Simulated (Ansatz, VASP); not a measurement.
Two plane-wave programs on C

```
C
1.0
     2.47374    0.00000    0.00000
    -1.23687    2.14232    0.00000
     0.00000    0.00000    4.11898
C
4
Direct
  0.33333 0.66667 0.99992
  0.66667 0.33333 0.49992
  0.33333 0.66667 0.37408
  0.66667 0.33333 0.87408
```

Change from the starting cell: strained cell.

Alike in both runs: functional PBEsol; k mesh 9 × 9 × 6; occupations gaussian, width 0.02 eV; no spin polarisation.

Ansatz relaxed the structure, and its values are those at the end. VASP's run is a single point on that final structure, the one shown.

```csv
,VASP,Ansatz
version,VASP 6.6.1,Ansatz 0.2.0
potentials or method,"VASP PAW PBE potentials, release 64 (C_h), cutoff 910 eV","scalar-relativistic, plane waves, PAW"
valence electrons in the cell,16,16
```

```tsv
	VASP	Ansatz	Ansatz less VASP
gap on the k mesh at the Fermi level (eV)	2.92	2.93	+0.016
least direct gap on the mesh (eV)	4.96	4.96	+0.002
```

VASP's potentials were made for PBE, not for PBEsol, and Ansatz warns of the same on its side. Ansatz's warnings: stress scf threshold loose.

Noted on VASP's run: the cutoff is short for stress, so the pressure is rough.
